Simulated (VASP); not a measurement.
Here is a VASP 6.6.1 calculation.

INCAR

```
SYSTEM = ZrS2
ALGO = Normal ; EDIFF = 1E-7
EDIFFG = -0.008 ; ENCUT = 450
GGA = PE ; GGA_COMPAT = .False.
IBRION = 2 ; ISIF = 2
ISMEAR = 0 ; LASPH = .True.
LCHARG = .False. ; LREAL = .False.
LWAVE = .False. ; NELM = 120
NELMIN = 4 ; NSW = 60
PREC = Accurate ; SIGMA = 0.02
```

KPOINTS

```
k-points
0
Gamma
  12 12 4
  0 0 0
```

POSCAR

```
ZrS2
1.0
    3.6852083125      0.0000000000      0.0000000000
   -1.8426041563      3.1914840169      0.0000000000
    0.0000000000      0.0000000000      6.6903291546
Zr S
1 2
Direct
    0.0000000000      0.0000000000      0.0000000000
    0.6666666667      0.3333333333      0.7856836137
    0.3333333333      0.6666666667      0.2143163863
```

Potentials or basis: VASP PAW PBE potentials, release 64 (Zr_sv, S).

Launch:

```bash
$ cat potpaw_PBE.64/Zr_sv/POTCAR potpaw_PBE.64/S/POTCAR > POTCAR
$ mpirun -np 1 vasp_std > vasp.out
```

(1) Predict the energy gained by relaxing.

(2) Predict the band gap on the k mesh.

Answers

(1) 0.8 meV/atom.

(2) 1.12 eV (least direct gap 1.69 eV).

Caveat: the cell differs from its parent crystal (strain along c alone, the other axes held: -1.0 %).
